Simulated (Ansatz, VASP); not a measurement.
# AgCl: VASP beside Ansatz

Contents of INCAR:

```
SYSTEM = AgCl
ALGO = Normal
EDIFF = 1E-6
ENCUT = 520
GGA = PE
ISIF = 2
ISMEAR = 0
LASPH = .True.
LCHARG = .False.
LREAL = .False.
LWAVE = .False.
NBANDS = 16
NELM = 80
PREC = Accurate
SIGMA = 0.05
```

The input KPOINTS:

```
k-points
0
Gamma
  8 8 8
  0 0 0
```

File POSCAR:

```
AgCl
1.0
    0.0103993125      2.7731500000      2.7731500000
    2.7835493125      0.0000000000      2.7835493125
    2.7731500000      2.7731500000      0.0103993125
Ag Cl
1 1
Direct
    0.5000000000      0.5000000000      0.5000000000
    0.0000000000      0.0000000000      0.0000000000
```

Input for Ansatz:

```yaml
crystal:
  lattice:
    - [0.0103993125, 2.77315, 2.77315]
    - [2.7835493125, 0.0, 2.7835493125]
    - [2.77315, 2.77315, 0.0103993125]
  atoms:
    - { symbol: Ag, position: [0.5, 0.5, 0.5] }
    - { symbol: Cl, position: [0.0, 0.0, 0.0] }
basis:
  ecutwfc: 420
kpoints:
  mp_grid: { grid: [8, 8, 8] }
hamiltonian:
  xc: pbe
scf:
  occupations: { method: gaussian, width: 0.05 }
output:
  forces: true
  stress: true
  eigenvalues: true
```

Change from the starting cell: strain +0.0075 x Voigt [0, 0, 0, 0, 1, 0], atoms carried along.

Alike in both runs: task single point; functional PBE; k mesh 8 × 8 × 8; occupations gaussian, width 0.05 eV; no spin polarisation.

```csv
,VASP,Ansatz
version,VASP 6.6.1,Ansatz 0.2.0
potentials or method,"VASP PAW PBE potentials, release 64 (Ag, Cl), cutoff 520 eV","scalar-relativistic, plane waves, PAW"
valence electrons in the cell,18,26
```

```csv
,VASP,Ansatz,Ansatz less VASP
gap on the k mesh at the Fermi level (eV),0.90,0.90,+0.003
least direct gap on the mesh (eV),3.18,3.18,+0.002
pressure (GPa),1.5,1.6,+0.14
```

VASP's potentials hold 18 valence electrons a cell and Ansatz's 26, so a difference there can come from the potentials and not from the codes.
